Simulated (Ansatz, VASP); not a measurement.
## Zr3S2: VASP beside Ansatz

INCAR

```
PREC     = Accurate       # precision mode
ENCUT    = 520            # plane-wave cutoff, eV
EDIFF    = 1E-7           # SCF threshold, eV
ISMEAR   = 0              # smearing method
SIGMA    = 0.1            # smearing width, eV
LREAL    = F              # projectors in reciprocal space
LASPH    = T              # aspherical terms in the spheres
NELM     = 100            # most SCF steps
ALGO     = Normal         # electronic algorithm
ISIF     = 2              # what is computed and relaxed
LWAVE    = F              # write WAVECAR
LCHARG   = F              # write CHGCAR
GGA      = PE             # functional
NBANDS   = 32             # bands
```

Contents of KPOINTS:

```
regular mesh
0
Gamma
  4 4 4
```

POSCAR

```
Zr3S2
1.0
   -2.6584484600      2.6584484600      4.0730037900
    2.6584484600     -2.6584484600      4.0730037900
    2.6584484600      2.6584484600     -4.0730037900
Zr S
3 2
Direct
    0.7238064900      0.7238064900      0.0000000000
    0.2761935100      0.2761935100      0.0000000000
    0.0000000000      0.0000000000      0.0000000000
    0.7500000000      0.2500000000      0.5000000000
    0.5000000000      0.5000000000      0.0000000000
```

Input for Ansatz:

```yaml
crystal:
  lattice:
    - [-2.65844846, 2.65844846, 4.07300379]
    - [2.65844846, -2.65844846, 4.07300379]
    - [2.65844846, 2.65844846, -4.07300379]
  atoms:
    - { symbol: Zr, position: [0.72380649, 0.72380649, 0.0] }
    - { symbol: Zr, position: [0.27619351, 0.27619351, 0.0] }
    - { symbol: Zr, position: [0.0, 0.0, 0.0] }
    - { symbol: S, position: [0.75, 0.25, 0.5] }
    - { symbol: S, position: [0.5, 0.5, 0.0] }
basis:
  ecutwfc: 420
kpoints:
  mp_grid: { grid: [4, 4, 4] }
hamiltonian:
  xc: pbe
scf:
  occupations: { method: gaussian, width: 0.1 }
  lower_state_search: "off"
output:
  forces: true
  stress: true
  eigenvalues: true
```

Alike in both runs: task single point; functional PBE; k mesh 4 × 4 × 4; occupations gaussian, width 0.1 eV; no spin polarisation.

|  | VASP | Ansatz |
| --- | --- | --- |
| version | VASP 6.6.1 | Ansatz 0.2.0 |
| potentials or method | VASP PAW PBE potentials, release 64 (Zr_sv, S), cutoff 520 eV | scalar-relativistic, plane waves, PAW |
| valence electrons in the cell | 48 | 48 |

```csv
,VASP,Ansatz,Ansatz less VASP
gap on the k mesh at the Fermi level (eV),none,none,-
rms of the force components (eV/Å),5.646,5.776,+0.1304
```

Atom by atom the forces differ by 0.130 eV/Å (rms over components). A gap of «none» marks a metal or a gap that the smearing closes.

The k mesh is coarse, so the values compare programs but aren't converged.
